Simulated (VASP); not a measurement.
Write the native input for VASP 6.6.1 that does the following.

```yaml
Task: density of states
Functional: LDA
Potentials_or_basis: VASP PAW LDA potentials, release 64 (Ni)
Cutoff: 520 eV
k_mesh: 17 × 17 × 17
Occupations: fermi-dirac, width 0.05 eV
Spin: collinear spin, ferromagnetic start
Starting_moments: "[1.5] μB"
Dipole_correction: no
k_mesh_for_the_DOS: 26 × 26 × 26
Occupations_for_the_DOS: tetrahedron
Further_INCAR_settings: ALGO = Normal; EDIFF = 1e-07
```

Ni:

```
Ni
1.0
    -1.38372    1.38372    1.38372
     1.38372   -1.38372    1.38372
     1.38372    1.38372   -1.38372
Ni
1
Direct
  0.00000 0.00000 0.00000
```

One way to write it, as run:

POSCAR

```
Ni
1.0
   -1.3837154700      1.3837154700      1.3837154700
    1.3837154700     -1.3837154700      1.3837154700
    1.3837154700      1.3837154700     -1.3837154700
Ni
1
Direct
    0.0000000000      0.0000000000      0.0000000000
```

INCAR.step1

```
SYSTEM = Ni
ALGO = Normal ; EDIFF = 1E-7
ENCUT = 520 ; ISIF = 2
ISMEAR = -1 ; ISPIN = 2
LASPH = .True. ; LCHARG = .True.
LMAXMIX = 4 ; LREAL = .False.
LWAVE = .False. ; MAGMOM = 1.5
NBANDS = 15 ; NELM = 150
PREC = Accurate ; SIGMA = 0.05
```

KPOINTS.step1

```
k-points
0
Gamma
  17 17 17
  0 0 0
```

INCAR.step2

```
SYSTEM = Ni
ALGO = Normal ; EDIFF = 1E-7
ENCUT = 520 ; ICHARG = 11
ISIF = 2 ; ISMEAR = -5
ISPIN = 2 ; LASPH = .True.
LCHARG = .False. ; LMAXMIX = 4
LORBIT = 11 ; LREAL = .False.
LWAVE = .False. ; MAGMOM = 1.5
NEDOS = 2001 ; NELM = 150
PREC = Accurate ; SIGMA = 0.05
```

KPOINTS.step2

```
k-points
0
Gamma
  26 26 26
  0 0 0
```

Potentials or basis: VASP PAW LDA potentials, release 64 (Ni).

Launch:

```sh
$ cat potpaw_LDA.64/Ni/POTCAR > POTCAR
$ cp INCAR.step1 INCAR
$ cp KPOINTS.step1 KPOINTS
$ mpirun -np 1 vasp_std > vasp.out
$ cp INCAR.step2 INCAR
$ cp KPOINTS.step2 KPOINTS
$ mpirun -np 1 vasp_std > vasp.out
```

It gave:

```yaml
Net_moment: 0.41 μB per cell
Site_moments: Ni +0.43 μB
Valence_electrons_inside_the_program's_atomic_spheres: Ni 9.37
```

It took 3.2 min on 1 thread of Intel(R) Xeon(R) Platinum 8259CL CPU @ 2.50GHz (Skylake/Cascade Lake), with other jobs on the host, peak memory 0.26 GiB.
